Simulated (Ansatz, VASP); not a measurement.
## One calculation of HfO2, two programs

INCAR

```
SYSTEM = HfO2
  PREC = Accurate
  ENCUT = 520
  EDIFF = 1E-6
  ISMEAR = -1
  SIGMA = 0.03
  LREAL = .FALSE.
  LASPH = .TRUE.
  NELM = 80
  ALGO = Normal
  ISIF = 2
  LWAVE = .FALSE.
  LCHARG = .FALSE.
  NBANDS = 18
```

The input KPOINTS:

```
Automatic mesh
0
G
  8 8 8
  0 0 0
```

The input POSCAR:

```
HfO2
1.0
    0.0000000000      2.5575000000      2.5575000000
    2.5575000000      0.0000000000      2.5575000000
    2.5575000000      2.5575000000      0.0000000000
Hf O
1 2
Direct
   -0.0225000000      0.0075000000      0.0075000000
    0.2725000000      0.2425000000      0.2425000000
    0.7500000000      0.7500000000      0.7500000000
```

Input for Ansatz:

```yaml
crystal:
  lattice:
    - [0.0, 2.5575, 2.5575]
    - [2.5575, 0.0, 2.5575]
    - [2.5575, 2.5575, 0.0]
  atoms:
    - { symbol: Hf, position: [-0.0225, 0.0075, 0.0075] }
    - { symbol: O, position: [0.2725, 0.2425, 0.2425] }
    - { symbol: O, position: [0.75, 0.75, 0.75] }
kpoints:
  mp_grid: { grid: [8, 8, 8] }
scf:
  occupations: { method: fermi_dirac, width: 0.03 }
hamiltonian:
  xc: lda
  pseudopotentials: { kind: all_electron, lapw: { basis_error: 0.001 } }
output:
  forces: true
  stress: true
  eigenvalues: true
  populations: true
```

Change from the starting cell: shortest bond scaled by 0.94, LAPW.

Alike in both runs: task single point; functional LDA; k mesh 8 × 8 × 8; occupations fermi-dirac, width 0.03 eV; no spin polarisation.

```csv
,VASP,Ansatz
version,VASP 6.6.1,Ansatz 0.2.0
potentials or method,"VASP PAW LDA potentials, release 64 (Hf_pv, O), cutoff 520 eV","all-electron LAPW, scalar-relativistic"
```

|  | VASP | Ansatz | Ansatz less VASP |
| --- | --- | --- | --- |
| gap on the k mesh at the Fermi level (eV) | 3.56 | 3.54 | -0.019 |
| pressure (GPa) | -17.9 | -15.1 | +2.82 |
| traceless stress, the component that is largest in VASP (GPa) | -1.48 | -1.58 | -0.105 |
| rms of the force components (eV/Å) | 0.390 | 0.399 | +0.0090 |

LDA's correlation is that of Perdew and Zunger in VASP and of Perdew and Wang (1992) in Ansatz. Atom by atom the forces differ by 0.011 eV/Å (rms over components). Ansatz ran all-electron here, and VASP with PAW potentials.

Neither program's run includes spin-orbit coupling.
